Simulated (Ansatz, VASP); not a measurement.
**One calculation of SrO, two programs**

```
CELL_PARAMETERS angstrom
-0.07709 2.53125 2.53125
2.53125 -0.07709 2.53125
2.53125 2.53125 -0.07709
ATOMIC_POSITIONS crystal
Sr 0.00000 0.00000 0.00000
O 0.50000 0.50000 0.50000
```

Change from the starting cell: equal xy, yz and zx shear strains of -3 %, crystal datasets.

Alike in both runs: task electric field gradients; functional LDA; k mesh 8 × 8 × 8; occupations fermi-dirac, width 0.02 eV; no spin polarisation.

|  | VASP | Ansatz |
| --- | --- | --- |
| version | VASP 6.6.1 | Ansatz 0.2.0 |
| potentials or method | VASP PAW LDA potentials, release 64 (Sr_sv, O), cutoff 520 eV | all-electron PAW with datasets made for the crystal, scalar-relativistic |

|  | VASP | Ansatz | Ansatz less VASP |
| --- | --- | --- | --- |
| gap on the k mesh at the Fermi level (eV) | 3.02 | 3.08 | +0.057 |
| pressure (GPa) | -3.5 | -4.2 | -0.69 |
| traceless stress, the component that is largest in VASP (GPa) | 1.56 | 1.57 | +0.007 |
| size of Vzz on the site where it differs most (V/Å²) | 22.0 | 21.9 | -0.05 |

LDA's correlation is that of Perdew and Zunger in VASP and of Perdew and Wang (1992) in Ansatz. Ansatz ran all-electron here, and VASP with PAW potentials.
